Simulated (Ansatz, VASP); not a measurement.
# CdSe in VASP and in Ansatz

Contents of INCAR:

```
SYSTEM = CdSe
PREC     = Accurate       ! precision mode
ENCUT    = 520            ! plane-wave cutoff, eV
EDIFF    = 1E-6           ! SCF threshold, eV
ISMEAR   = 0              ! smearing method
SIGMA    = 0.05           ! smearing width, eV
LREAL    = .FALSE.        ! projectors in reciprocal space
LASPH    = .TRUE.         ! aspherical terms in the spheres
NELM     = 60             ! most SCF steps
ALGO     = Normal         ! electronic algorithm
ISIF     = 2              ! what is computed and relaxed
LWAVE    = .FALSE.        ! write WAVECAR
LCHARG   = .FALSE.        ! write CHGCAR
GGA      = PE             ! functional
NBANDS   = 26             ! bands
```

File KPOINTS:

```
Automatic mesh
0
G
  6 6 4
  0 0 0
```

File POSCAR:

```
CdSe
1.0
    4.4059624121      0.0000000000      0.0000000000
   -2.2029812060      3.8156753770      0.0000000000
    0.0000000000      0.0000000000      7.0152000000
Cd Se
2 2
Direct
    0.6666666667      0.3333333333      0.0000000000
    0.3333333333      0.6666666667      0.5000000000
    0.6666666667      0.3333333333      0.3750000000
    0.3333333333      0.6666666667      0.8750000000
```

Input for Ansatz:

```yaml
crystal:
  lattice:
    - [4.4059624121, 0.0, 0.0]
    - [-2.202981206, 3.815675377, 0.0]
    - [0.0, 0.0, 7.0152]
  atoms:
    - { symbol: Cd, position: [0.6666666667, 0.3333333333, 0.0] }
    - { symbol: Cd, position: [0.3333333333, 0.6666666667, 0.5] }
    - { symbol: Se, position: [0.6666666667, 0.3333333333, 0.375] }
    - { symbol: Se, position: [0.3333333333, 0.6666666667, 0.875] }
basis:
  ecutwfc: 420
kpoints:
  mp_grid: { grid: [6, 6, 4] }
hamiltonian:
  xc: pbe
scf:
  occupations: { method: gaussian, width: 0.05 }
output:
  forces: true
  stress: true
  eigenvalues: true
```

Change from the starting cell: strain +0.025 along x and y, +0.000 along z, atoms carried along.

Alike in both runs: task single point; functional PBE; k mesh 6 × 6 × 4; occupations gaussian, width 0.05 eV; no spin polarisation.

|  | VASP | Ansatz |
| --- | --- | --- |
| version | VASP 6.6.1 | Ansatz 0.2.0 |
| potentials or method | VASP PAW PBE potentials, release 64 (Cd, Se), cutoff 520 eV | scalar-relativistic, plane waves, PAW |
| valence electrons in the cell | 36 | 72 |

```csv
,VASP,Ansatz,Ansatz less VASP
gap on the k mesh at the Fermi level (eV),0.58,0.58,+0.003
least direct gap on the mesh (eV),0.58,0.58,+0.003
pressure (GPa),0.7,0.5,-0.26
"traceless stress, the component that is largest in VASP (GPa)",1.49,1.45,-0.041
rms of the force components (eV/Å),0.113,0.109,-0.0041
```

Atom by atom the forces differ by 0.004 eV/Å (rms over components). VASP's potentials hold 36 valence electrons a cell and Ansatz's 72, so a difference there can come from the potentials and not from the codes.
